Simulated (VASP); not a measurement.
Mg, 1 atom in the cell. It takes space group Im-3m (No. 229, cubic). The conventional cell has a = 3.558 Å, b = 3.558 Å, c = 3.558 Å, α = 90.00°, β = 90.00°, γ = 90.00°. Within 4.1 Å of Mg (site symmetry m-3m) lie 14 Mg at 3.08 to 3.56 Å. This isn't the form of Mg at room conditions, which is hcp.

* Program: VASP 6.6.1
* Task: single point
* Functional: r2SCAN
* Potentials or basis: VASP PAW PBE potentials, release 64 (Mg)
* Cutoff: 520 eV
* k mesh: 16 × 16 × 16
* Occupations: gaussian, width 0.05 eV
* Spin: no spin polarisation
* Dipole correction: no
* Further INCAR settings: ALGO = Normal; EDIFF = 1e-06; NBANDS = 7

Potentials or basis: VASP PAW PBE potentials, release 64 (Mg).

Launch:

```bash
$ cat potpaw_PBE.64/Mg/POTCAR > POTCAR
$ cp INCAR.step1 INCAR
$ mpirun -np 1 vasp_std > vasp.out
$ cp INCAR.step2 INCAR
$ mpirun -np 1 vasp_std > vasp.out
```

Hardware: 1 thread of Intel Xeon 8259CL (shared host).

Question: How long does it take, and how much memory?

Answer: Wall time 46 s on 1 thread of Intel Xeon 8259CL (shared host), peak memory 0.16 GiB. Counts: k points 145.
